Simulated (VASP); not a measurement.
# YTiGeAs3 (Cmmm) in VASP: notebook

The runs below take YTiGeAs3 through single point, relaxation of cell and atoms, with PBE.

Everything below comes from runs of VASP 6.6.1. Logs are shortened: lines on timing, memory, paths and dates and some standing lists are left out, and cuts for length are marked.

## 1. The cell of the first run

The structure is orthorhombic, space group Cmmm (No. 65). Conventional cell: a = 5.460 Å, b = 10.391 Å, c = 5.354 Å, α = 90.00°, β = 90.00°, γ = 90.00°. Within 3.5 Å of Y (site symmetry mmm) lie 2 Ge at 2.68 Å and 2 As at 2.73 Å. Ti (site symmetry mmm) has 4 As at 2.59 to 2.68 Å and 2 Ge at 2.73 Å within 3.4 Å. Within 3.4 Å of Ge (site symmetry mmm) lie 2 As at 2.60 Å and 2 Y at 2.68 Å and 2 Ti at 2.73 Å. As (site symmetry mmm) has 2 Ti at 2.68 Å and 2 Y at 2.73 Å within 3.5 Å. Within 3.4 Å of As (site symmetry m2m) lie 1 Ti at 2.59 Å and 1 Ge at 2.60 Å and 2 As at 2.73 Å.

The cell was generated, and may not be a known phase.

## 2. Single point, PBE

The input, INCAR:

```
PREC = Accurate ; ENCUT = 520
EDIFF = 1E-7 ; ISMEAR = 0
SIGMA = 0.2 ; LREAL = F
LASPH = T ; NELM = 60
ALGO = Normal ; ISIF = 2
LWAVE = F ; LCHARG = T
GGA = PE ; LELF = T
LVHAR = T ; NBANDS = 35
```

The input, KPOINTS:

```
Automatic mesh
0
Gamma
  3 3 3
```

The input, POSCAR:

```
YTiGeAs3
1.0
    2.7298568235     -5.1952638382      0.0000000000
    2.7298568235      5.1952638382      0.0000000000
    0.0000000000      0.0000000000      5.3540151959
Y Ti Ge As
1 1 1 3
Direct
    0.0000000000      0.0000000000      0.0000000000
    0.5000000000      0.5000000000      0.5000000000
    0.0000000000      0.0000000000      0.5000000000
    0.5000000000      0.5000000000      0.0000000000
    0.2505664263      0.7494335737      0.5000000000
    0.7494335737      0.2505664263      0.5000000000
```

Potentials or basis: VASP PAW PBE potentials, release 64 (Y_sv, Ti_sv, Ge_d, As).

Started as:

```
cat potpaw_PBE.64/Y_sv/POTCAR potpaw_PBE.64/Ti_sv/POTCAR potpaw_PBE.64/Ge_d/POTCAR potpaw_PBE.64/As/POTCAR > POTCAR
mpirun -np 1 vasp_std > vasp.out
```

OUTCAR:

```text
PREC = Accurate
   ENCUT = 520
   EDIFF = 1E-7
   ISMEAR = 0
   LREAL = F
   LASPH = T
   NELM = 60
   ISIF = 2
   GGA = PE

 ion  position               nearest neighbor table
   1  0.000  0.000  0.000-   3 2.68   3 2.68   4 2.73   4 2.73
   2  0.500  0.500  0.500-   5 2.59   6 2.59   4 2.68   4 2.68   3 2.73   3 2.73
   3  0.000  0.000  0.500-   5 2.60   6 2.60   1 2.68   1 2.68   2 2.73   2 2.73
   4  0.500  0.500  0.000-   2 2.68   2 2.68   1 2.73   1 2.73
   5  0.251  0.749  0.500-   2 2.59   3 2.60   6 2.73   6 2.73
   6  0.749  0.251  0.500-   2 2.59   3 2.60   5 2.73   5 2.73

  LATTYP: Found a base centered orthorhombic cell.
 ALAT       =     5.4597136470
 B/A-ratio  =     1.9031268576
 C/A-ratio  =     0.9806402940

  Lattice vectors:

 A1 = (   2.7298568235,  -5.1952638382,   0.0000000000)
 A2 = (   2.7298568235,   5.1952638382,   0.0000000000)
 A3 = (   0.0000000000,   0.0000000000,   5.3540151959)

Analysis of symmetry for initial positions (statically):
=====================================================================
 Subroutine PRICEL returns:
 Original cell was already a primitive cell.

 Routine SETGRP: Setting up the symmetry group for a
 base centered orthorhombic supercell.

 Subroutine GETGRP returns: Found  8 space group operations
 (whereof  8 operations were pure point group operations)
 out of a pool of  8 trial point group operations.

The static configuration has the point symmetry D_2h.

Analysis of symmetry for dynamics (positions and initial velocities):
=====================================================================
 Subroutine PRICEL returns:
 Original cell was already a primitive cell.

 Routine SETGRP: Setting up the symmetry group for a
 base centered orthorhombic supercell.

 Subroutine GETGRP returns: Found  8 space group operations
 (whereof  8 operations were pure point group operations)
 out of a pool of  8 trial point group operations.

The dynamic configuration has the point symmetry D_2h.

 Subroutine INISYM returns: Found  8 space group operations
 (whereof  8 operations are pure point group operations),
 and found     1 'primitive' translations

----------------------------------------------------------------------------------------

                                     Primitive cell

  volume of cell :     151.8648

  direct lattice vectors                    reciprocal lattice vectors
     2.729856824 -5.195263838  0.000000000     0.183159789 -0.096241503  0.000000000
     2.729856824  5.195263838  0.000000000     0.183159789  0.096241503  0.000000000
     0.000000000  0.000000000  5.354015196     0.000000000  0.000000000  0.186775712

  length of vectors
     5.868806065  5.868806065  5.354015196     0.206905619  0.206905619  0.186775712

  position of ions in fractional coordinates (direct lattice)
     0.000000000  0.000000000  0.000000000
     0.500000000  0.500000000  0.500000000
     0.000000000  0.000000000  0.500000000
     0.500000000  0.500000000  0.000000000
     0.250566426  0.749433574  0.500000000
     0.749433574  0.250566426  0.500000000

  ion indices of the primitive-cell ions
   primitive index   ion index
                 1           1
                 2           2
                 3           3
                 4           4
                 5           5
                 6           6

----------------------------------------------------------------------------------------

 KPOINTS: Automatic mesh

Automatic generation of k-mesh.
 Grid dimensions read from file:
 generate k-points for:    3    3    3

 Generating k-lattice:

  Cartesian coordinates                     Fractional coordinates (reciprocal lattice)
     0.061053263 -0.032080501  0.000000000     0.333333333 -0.000000000  0.000000000
     0.061053263  0.032080501  0.000000000    -0.000000000  0.333333333  0.000000000
     0.000000000  0.000000000  0.062258571     0.000000000  0.000000000  0.333333333

  Length of vectors
     0.068968540  0.068968540  0.062258571

  Shift w.r.t. Gamma in fractional coordinates (k-lattice)
     0.000000000  0.000000000  0.000000000

 Subroutine IBZKPT returns following result:
 ===========================================

 Found      8 irreducible k-points:

 Following reciprocal coordinates:
            Coordinates               Weight
  0.000000  0.000000  0.000000      1.000000
  0.333333 -0.000000  0.000000      4.000000
  0.333333  0.333333  0.000000      2.000000
 -0.333333  0.333333  0.000000      2.000000
  0.000000  0.000000  0.333333      2.000000
  0.333333 -0.000000  0.333333      8.000000
  0.333333  0.333333  0.333333      4.000000
 -0.333333  0.333333  0.333333      4.000000
   k-points           NKPTS =      8   k-points in BZ     NKDIM =      8   number of bands    NBANDS=     35
   number of dos      NEDOS =    301   number of ions     NIONS =      6
   total plane-waves  NPLWV =  92160
   dimension x,y,z NGX =    48 NGY =   48 NGZ =   40
   dimension x,y,z NGXF=    96 NGYF=   96 NGZF=   80
   ions per type =               1   1   1   3
   NGX,Y,Z   is equivalent  to a cutoff of  13.60, 13.60, 12.42 a.u.
   NGXF,Y,Z  is equivalent  to a cutoff of  27.19, 27.19, 24.84 a.u.
 SYSTEM =  unknown system
   PREC   = accura    normal or accurate (medium, high low for compatibility)
   ISTART =      0    job   : 0-new  1-cont  2-samecut
   ICHARG =      2    charge: 1-file 2-atom 10-const
   ISPIN  =      1    spin polarized calculation?
   LNONCOLLINEAR =      F non collinear calculations
   LSORBIT =      F    spin-orbit coupling
   LASPH  =      T    aspherical Exc in radial PAW
   ENCUT  =  520.0 eV  38.22 Ry    6.18 a.u.  10.91 10.91  9.95*2*pi/ulx,y,z
   NELM   =     60;   NELMIN=  2; NELMDL= -5     # of ELM steps
   EDIFF  = 0.1E-06   stopping-criterion for ELM
   LREAL  =      F    real-space projection
   EDIFFG = 0.1E-05   stopping-criterion for IOM
   NSW    =      0    number of steps for IOM
   IBRION =     -1    ionic relax: 0-MD 1-quasi-New 2-CG
   NFREE  =      0    steps in history (QN), initial steepest desc. (CG)
   ISIF   =      2    stress and relaxation
   ISYM   =      2    0-nonsym 1-usesym 2-fastsym
   POTIM  = 0.5000    time-step for ionic-motion
   TEBEG  =    0.0;   TEEND  =   0.0 temperature during run
   PSTRESS=    0.0 pullay stress
   NELECT =      52.0000    total number of electrons
   NUPDOWN=      -1.0000    fix difference up-down
   EMIN   =  10.00;   EMAX   =-10.00  energy-range for DOS
   EFERMI =   0.00;   METHOD = LEGACY
   ISMEAR =     0;   SIGMA  =   0.20  broadening in eV -4-tet -1-fermi 0-gaus
   EFERMI_NEDOS =   21; number of points for ismear=-14 and -15
   IALGO  =     38    algorithm
   IMIX   =      4    mixing-type and parameters
     AMIX     =   0.40;   BMIX     =  1.00
     AMIX_MAG =   1.60;   BMIX_MAG =  1.00
  volume/ion in A,a.u.               =      25.31       170.81
  Fermi-wavevector in a.u.,A,eV,Ry     =   1.145311  2.164325 17.847282  1.311738
  Thomas-Fermi vector in A             =   2.282000
   LORBIT       =      0    0 simple, 1 ext, 2 COOP (PROOUT), +10 PAW based schemes
   GGA     = PE    functional components
   LHFCALC =     F    Hartree Fock is set to
   AEXX    =    0.0000 exact exchange contribution
   IVDW    =     0    specifies the selected vdW correction
   LEPSILON=     F    determine dielectric tensor
   LRPA    =     F    only Hartree local field effects (RPA)
 non-spin polarized calculation
 Gauss-broadening in eV      SIGMA  =   0.20
  energy-cutoff  :      520.00
  volume of cell :      151.86
 maximum number of plane-waves:      4102
 NGX is ok and might be reduce to    48
   NGX = 21   NGY = 21   NGZ = 19

 number of electron      51.9999986 magnetization

 Free energy of the ion-electron system (eV)
  ---------------------------------------------------
  ext. energy  EPLUGINS =         0.00000000
  ---------------------------------------------------
  free energy    TOTEN  =       -33.82397846 eV

  energy without entropy =      -33.74462484  energy(sigma->0) =      -33.78430165

 E-fermi :   3.7012     XC(G=0):  -9.4016

 val. band max:        3.6572845552   @ k =  -0.3333   0.3333   0.0000
 cond. band min:       3.7348839936   @ k =  -0.3333   0.3333   0.0000
 fundamental gap:      0.0775994385
 Fermi energy:         3.7011875718

 k-point     1 :       0.0000    0.0000    0.0000
  band No.  band energies     occupation
      1     -53.5483      2.00000
      2     -38.9219      2.00000
      3     -29.8951      2.00000
      4     -29.7859      2.00000
      5     -29.7059      2.00000
      6     -20.1992      2.00000
[... 27 lines left out ...]
     34       5.8135      0.00000
     35       6.6922      0.00000

 k-point     2 :       0.3333   -0.0000    0.0000
  band No.  band energies     occupation
      1     -53.5483      2.00000
      2     -38.9220      2.00000
      3     -29.8952      2.00000
      4     -29.7875      2.00000
      5     -29.7059      2.00000
      6     -20.1988      2.00000
[... 27 lines left out ...]
     34       6.7041      0.00000
     35       6.9924      0.00000

 k-point     3 :       0.3333    0.3333    0.0000
  band No.  band energies     occupation
      1     -53.5483      2.00000
      2     -38.9220      2.00000
      3     -29.8954      2.00000
      4     -29.7875      2.00000
      5     -29.7059      2.00000
      6     -20.1987      2.00000
[... 27 lines left out ...]
     34       6.6631      0.00000
     35       7.0530      0.00000

 k-point     4 :      -0.3333    0.3333    0.0000
  band No.  band energies     occupation
      1     -53.5483      2.00000
      2     -38.9219      2.00000
      3     -29.8953      2.00000
      4     -29.7859      2.00000
      5     -29.7059      2.00000
      6     -20.1990      2.00000
[... 27 lines left out ...]
     34       6.4007      0.00000
     35       6.7291      0.00000

 k-point     5 :       0.0000    0.0000    0.3333
  band No.  band energies     occupation
      1     -53.5483      2.00000
      2     -38.9213      2.00000
      3     -29.8950      2.00000
      4     -29.7858      2.00000
      5     -29.7059      2.00000
      6     -20.2558      2.00000
[... 27 lines left out ...]
     34       6.7622      0.00000
     35       7.4040      0.00000

 k-point     6 :       0.3333   -0.0000    0.3333
  band No.  band energies     occupation
      1     -53.5483      2.00000
      2     -38.9214      2.00000
      3     -29.8952      2.00000
      4     -29.7875      2.00000
      5     -29.7060      2.00000
      6     -20.2557      2.00000
[... 27 lines left out ...]
     34       6.8682      0.00000
     35       7.1360      0.00000

 k-point     7 :       0.3333    0.3333    0.3333
  band No.  band energies     occupation
      1     -53.5483      2.00000
      2     -38.9214      2.00000
      3     -29.8953      2.00000
      4     -29.7875      2.00000
      5     -29.7060      2.00000
      6     -20.2556      2.00000
[... 27 lines left out ...]
     34       6.9275      0.00000
     35       7.2874      0.00000

 k-point     8 :      -0.3333    0.3333    0.3333
  band No.  band energies     occupation
      1     -53.5483      2.00000
      2     -38.9213      2.00000
      3     -29.8953      2.00000
      4     -29.7859      2.00000
      5     -29.7059      2.00000
      6     -20.2557      2.00000
[... 27 lines left out ...]
     34       6.6125      0.00000
     35       7.2370      0.00000

------------------------ aborting loop because EDIFF is reached ----------------------------------------

  FORCE on cell =-STRESS in cart. coord.  units (eV):
  Direction    XX          YY          ZZ          XY          YZ          ZX
  --------------------------------------------------------------------------------------
  -------------------------------------------------------------------------------------
  Total        0.1853850      0.8141046      0.3973734     -0.0000000      0.0000000      0.0000000
  in kB        1.9558169      8.5888238      4.1922998     -0.0000000      0.0000000      0.0000000
  external PRESSURE =       4.9123135 kB  Pullay stress =       0.0000000 kB

 VOLUME and BASIS-vectors are now :
 -----------------------------------------------------------------------------
  energy-cutoff  :      520.00
  volume of cell :      151.86
      direct lattice vectors                 reciprocal lattice vectors
     2.729856824 -5.195263838  0.000000000     0.183159789 -0.096241503  0.000000000
     2.729856824  5.195263838  0.000000000     0.183159789  0.096241503  0.000000000
     0.000000000  0.000000000  5.354015196     0.000000000  0.000000000  0.186775712

 POSITION                                       TOTAL-FORCE (eV/Angst)
 -----------------------------------------------------------------------------------
      0.00000      0.00000      0.00000         0.000000      0.000000      0.000000
      2.72986      0.00000      2.67701        -0.000000      0.000000      0.000000
      0.00000      0.00000      2.67701         0.000000      0.000000      0.000000
      2.72986      0.00000      0.00000         0.000000      0.000000      0.000000
      2.72986      2.59175      2.67701         0.000000     -0.000103      0.000000
      2.72986     -2.59175      2.67701         0.000000      0.000103      0.000000
 -----------------------------------------------------------------------------------
    total drift:                               -0.000000     -0.000000     -0.000000

  FREE ENERGIE OF THE ION-ELECTRON SYSTEM (eV)
  ---------------------------------------------------
  free  energy   TOTEN  =       -33.8239784555 eV

  energy  without entropy=      -33.7446248446  energy(sigma->0) =      -33.78430165
```

Run time: 1.8 min. Hardware: 1 thread of Oxide Virtual Turin-like, shared host; peak memory 0.29 GiB.

What came out:

```yaml
Free_energy: -33.8240 eV
Pressure: 0.5 GPa
Band_gap_on_the_k_mesh: zero (bands 26 and 27 overlap by 0.14 eV)
```

Caveat: the k points lie up to 0.43 Å⁻¹ apart.

(Part 1 of 2 ends here.)

The gap in the log of VASP goes by the Fermi energy; the results here count the filled bands.